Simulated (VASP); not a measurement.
# NiGe15 (F-43m) in VASP: single point with PBEsol+U

Aim: the single point of NiGe15 with PBEsol+U.

Program: VASP 6.6.1. These are calculated values, not measurements. Logs are shortened: lines on timing, memory, paths and dates and some standing lists are left out, and cuts for length are marked.

## (1) The cell of the first run

It takes space group F-43m (No. 216, cubic). The conventional cell has a = 11.315 Å, b = 11.315 Å, c = 11.315 Å, α = 90.00°, β = 90.00°, γ = 90.00°. Within 3.0 Å of Ni (site symmetry -43m) lie 4 Ge at 2.27 Å. Within 3.3 Å of Ge (site symmetry 2mm) lie 4 Ge at 2.47 to 2.49 Å. Ge (site symmetry -43m) has 4 Ge at 2.49 Å within 3.3 Å. Within 3.0 Å of Ge (site symmetry 3m) lie 1 Ni at 2.27 Å and 3 Ge at 2.49 Å. Within 3.3 Å of Ge (site symmetry 3m) lie 4 Ge at 2.47 to 2.49 Å.

## (2) Single point, PBEsol+U, collinear spin, ferromagnetic start

Contents of INCAR:

```
PREC = Accurate
ENCUT = 520
EDIFF = 1E-6
ISMEAR = 0
SIGMA = 0.05
LREAL = Auto
LASPH = True
NELM = 150
ALGO = Normal
ISIF = 2
LWAVE = False
LCHARG = True
ISPIN = 2
MAGMOM = 2 0 0 0 0 0 0 0 0 0 0 0 0 0 0 0
LORBIT = 11
NUPDOWN = 2.0
LMAXMIX = 4
LDAU = True
LDAUTYPE = 2
LDAUL = 2 -1
LDAUU = 5 0
LDAUJ = 0 0
LDAUPRINT = 1
GGA = PS
LELF = True
LVHAR = True
NBANDS = 128
```

Contents of KPOINTS:

```
Automatic mesh
0
Gamma
  3 3 3
```

Contents of POSCAR:

```
NiGe15
1.0
    0.0000000000      5.6575400000      5.6575400000
    5.6575400000      0.0000000000      5.6575400000
    5.6575400000      5.6575400000      0.0000000000
Ni Ge
1 15
Direct
    1.0000000000      0.0000000000      0.0000000000
    0.0045283752      0.0045283752      0.4954716248
    0.0045283752      0.4954716248      0.0045283752
    0.0045283752      0.4954716248      0.4954716248
    0.4954716248      0.0045283752      0.0045283752
    0.4954716248      0.0045283752      0.4954716248
    0.4954716248      0.4954716248      0.0045283752
    0.5000000000      0.5000000000      0.5000000000
    0.1156763553      0.1156763553      0.1156763553
    0.1156763553      0.1156763553      0.6529709342
    0.1156763553      0.6529709342      0.1156763553
    0.1193427411      0.6268857530      0.6268857530
    0.6529709342      0.1156763553      0.1156763553
    0.6268857530      0.1193427411      0.6268857530
    0.6268857530      0.6268857530      0.1193427411
    0.6268857530      0.6268857530      0.6268857530
```

Potentials or basis: VASP PAW PBE potentials, release 64 (Ni, Ge_d).

Started as:

```console
$ cat potpaw_PBE.64/Ni/POTCAR potpaw_PBE.64/Ge_d/POTCAR > POTCAR
$ mpirun -np 1 vasp_std > vasp.out
```

OUTCAR:

```text
PREC = Accurate
   ENCUT = 520
   EDIFF = 1E-6
   ISMEAR = 0
   LREAL = Auto
   LASPH = True
   NELM = 150
   ISIF = 2
   ISPIN = 2
   LORBIT = 11
   NUPDOWN = 2.0
   GGA = PS

 ion  position               nearest neighbor table
   1  0.000  0.000  0.000-  10 2.27  11 2.27  13 2.27   9 2.27
   2  0.005  0.005  0.495-  12 2.47  14 2.47   9 2.49  10 2.49
   3  0.005  0.495  0.005-  12 2.47  15 2.47   9 2.49  11 2.49
   4  0.005  0.495  0.495-  16 2.47  12 2.47  10 2.49  11 2.49
   5  0.495  0.005  0.005-  14 2.47  15 2.47   9 2.49  13 2.49
   6  0.495  0.005  0.495-  16 2.47  14 2.47  10 2.49  13 2.49
[... 8 lines left out ...]
  15  0.627  0.627  0.119-   3 2.47   5 2.47   7 2.47   8 2.49
  16  0.627  0.627  0.627-   4 2.47   6 2.47   7 2.47   8 2.49

  LATTYP: Found a face centered cubic cell.
 ALAT       =    11.3150800000

  Lattice vectors:

 A1 = (   0.0000000000,   5.6575400000,   5.6575400000)
 A2 = (   5.6575400000,   0.0000000000,   5.6575400000)
 A3 = (   5.6575400000,   5.6575400000,   0.0000000000)

Analysis of symmetry for initial positions (statically):
=====================================================================
 Subroutine PRICEL returns:
 Original cell was already a primitive cell.

 Routine SETGRP: Setting up the symmetry group for a
 face centered cubic supercell.

 Subroutine GETGRP returns: Found 24 space group operations
 (whereof 24 operations were pure point group operations)
 out of a pool of 48 trial point group operations.

The static configuration has the point symmetry T_d .

Analysis of symmetry for dynamics (positions and initial velocities):
=====================================================================
 Subroutine PRICEL returns:
 Original cell was already a primitive cell.

 Routine SETGRP: Setting up the symmetry group for a
 face centered cubic supercell.

 Subroutine GETGRP returns: Found 24 space group operations
 (whereof 24 operations were pure point group operations)
 out of a pool of 48 trial point group operations.

The dynamic configuration has the point symmetry T_d .

Analysis of structural, dynamic, and magnetic symmetry:
=====================================================================
 Subroutine PRICEL returns:
 Original cell was already a primitive cell.

 Routine SETGRP: Setting up the symmetry group for a
 face centered cubic supercell.

[... 187 lines left out ...]

 Free energy of the ion-electron system (eV)
  ---------------------------------------------------
  ext. energy  EPLUGINS =         0.00000000
  ---------------------------------------------------
  free energy    TOTEN  =       -75.58571460 eV

  energy without entropy =      -75.57059657  energy(sigma->0) =      -75.57815559

 E-fermi :   3.6758     XC(G=0): -10.1013

 val. band max:        4.7612639556   @ k =   0.0000   0.0000   0.0000
 cond. band min:       3.8686394009   @ k =  -0.3333   0.3333   0.0000
 fundamental gap:     -0.8926245548
 Fermi energy:         4.7825840217

 spin component 1

 k-point     1 :       0.0000    0.0000    0.0000
  band No.  band energies     occupation
      1     -20.1901      1.00000
      2     -20.1901      1.00000
      3     -20.1901      1.00000
      4     -20.1679      1.00000
      5     -20.1679      1.00000
      6     -20.1679      1.00000
[... 489 lines left out ...]
    121       7.8611      0.00000
    122       7.9984      0.00000
 Fermi energy:         3.6757935701

 spin component 2

 k-point     1 :       0.0000    0.0000    0.0000
  band No.  band energies     occupation
      1     -20.1759      1.00000
      2     -20.1759      1.00000
      3     -20.1759      1.00000
      4     -20.1572      1.00000
      5     -20.1572      1.00000
      6     -20.1572      1.00000
[... 489 lines left out ...]
    121       7.9393      0.00000
    122       8.0780      0.00000
 [bands above 122 left out]

------------------------ aborting loop because EDIFF is reached ----------------------------------------

  FORCE on cell =-STRESS in cart. coord.  units (eV):
  Direction    XX          YY          ZZ          XY          YZ          ZX
  --------------------------------------------------------------------------------------
  -------------------------------------------------------------------------------------
  Total       -2.8593340     -2.8593340     -2.8593340     -0.0000000     -0.0000000      0.0000000
  in kB      -12.6491860    -12.6491860    -12.6491860     -0.0000000     -0.0000000      0.0000000
  external PRESSURE =     -12.6491860 kB  Pullay stress =       0.0000000 kB

 VOLUME and BASIS-vectors are now :
 -----------------------------------------------------------------------------
  energy-cutoff  :      520.00
  volume of cell :      362.17
      direct lattice vectors                 reciprocal lattice vectors
     0.000000000  5.657540000  5.657540000    -0.088377634  0.088377634  0.088377634
     5.657540000  0.000000000  5.657540000     0.088377634 -0.088377634  0.088377634
     5.657540000  5.657540000  0.000000000     0.088377634  0.088377634 -0.088377634

 POSITION                                       TOTAL-FORCE (eV/Angst)
 -----------------------------------------------------------------------------------
      0.00000      0.00000      0.00000        -0.000000     -0.000000     -0.000000
      2.82877      2.82877      0.05124        -0.000000     -0.000000     -0.042038
      2.82877      0.05124      2.82877        -0.000000     -0.042038     -0.000000
      5.60630      2.82877      2.82877         0.042038     -0.000000     -0.000000
      0.05124      2.82877      2.82877        -0.042038     -0.000000     -0.000000
      2.82877      5.60630      2.82877        -0.000000      0.042038     -0.000000
[... 8 lines left out ...]
      4.22182      4.22182      7.09326         0.032544      0.032544     -0.032544
      7.09326      7.09326      7.09326        -0.032544     -0.032544     -0.032544
 -----------------------------------------------------------------------------------
    total drift:                               -0.000001     -0.000001     -0.000002

  FREE ENERGIE OF THE ION-ELECTRON SYSTEM (eV)
  ---------------------------------------------------
  free  energy   TOTEN  =       -75.5857146010 eV

  energy  without entropy=      -75.5705965730  energy(sigma->0) =      -75.57815559

 total charge

# of ion       s       p       d       tot
------------------------------------------
    1        0.525   0.440   8.659   9.625
    2        1.146   1.203  10.018  12.368
    3        1.146   1.203  10.018  12.368
    4        1.146   1.203  10.018  12.368
    5        1.146   1.203  10.018  12.368
    6        1.146   1.203  10.018  12.368
[... 8 lines left out ...]
   15        1.136   1.224  10.018  12.379
   16        1.136   1.224  10.018  12.379
--------------------------------------------------
tot         17.742  18.430 158.974 195.147

 magnetization (x)

# of ion       s       p       d       tot
------------------------------------------
    1        0.006   0.083   0.436   0.525
    2        0.004   0.043   0.004   0.051
    3        0.004   0.043   0.004   0.051
    4        0.004   0.043   0.004   0.051
    5        0.004   0.043   0.004   0.051
    6        0.004   0.043   0.004   0.051
[... 8 lines left out ...]
   15        0.003   0.039   0.003   0.045
   16        0.003   0.039   0.003   0.045
--------------------------------------------------
tot          0.091   0.789   0.495   1.375
```

stdout:

```text
POSCAR found type information on POSCAR NiGe
 POSCAR found :  2 types and      16 ions
 scaLAPACK will be used
 -----------------------------------------------------------------------------
|                                                                             |
|                                                                             |
|     You enforced a specific xc type in the INCAR file but a different       |
|     I HOPE YOU KNOW WHAT YOU ARE DOING!                                     |
|                                                                             |
 -----------------------------------------------------------------------------

 LDA part: xc-table for (Slater+PW92), standard interpolation
 POSCAR, INCAR and KPOINTS ok, starting setup
 FFT: planning ... GRIDC
 FFT: planning ... GRID_SOFT
 FFT: planning ... GRID
 WAVECAR not read
 entering main loop
```

It took 10 min on 1 thread of Intel Xeon Platinum 8488C (Sapphire Rapids), shared host; peak memory 0.78 GiB.

What came out:

- Free energy: -75.5857 eV
- Pressure: -1.3 GPa
- Largest force: 0.056 eV/Å
- Net moment: 2.00 μB per cell
- Site moments: Ni +0.53; Ge +0.05, +0.07, +0.04 (each value once) μB
- Valence electrons inside the program's atomic spheres: Ni 9.62; Ge 12.37, 12.36, 12.38 (each value once)

Forces in eV/Å, atoms in the order of the input:
```
Ni   0.000  0.000  0.000
Ge   0.000  0.000 -0.042
Ge   0.000 -0.042  0.000
Ge   0.042  0.000  0.000
Ge  -0.042  0.000  0.000
Ge   0.000  0.042  0.000
Ge   0.000  0.000  0.042
Ge   0.000  0.000  0.000
Ge   0.020  0.020  0.020
Ge  -0.020 -0.020  0.020
Ge  -0.020  0.020 -0.020
Ge  -0.033  0.033  0.033
Ge   0.020 -0.020 -0.020
Ge   0.033 -0.033  0.033
Ge   0.033  0.033 -0.033
Ge  -0.033 -0.033 -0.033
```

Eigenvalues of the final occupation matrices:
| site | spin | trace | eigenvalues |
| --- | --- | --- | --- |
| site 1 d | 1 | 4.56 | 0.91 0.91 0.91 0.92 0.92 |
| site 1 d | 2 | 4.13 | 0.77 0.77 0.77 0.91 0.91 |

Caveat: the PAW data sets were made with another functional, which shifts forces and pressure a little; the total moment is fixed, so each spin has its own Fermi level and the state may be an excited one; the U is typed as a test and isn't derived for this compound.
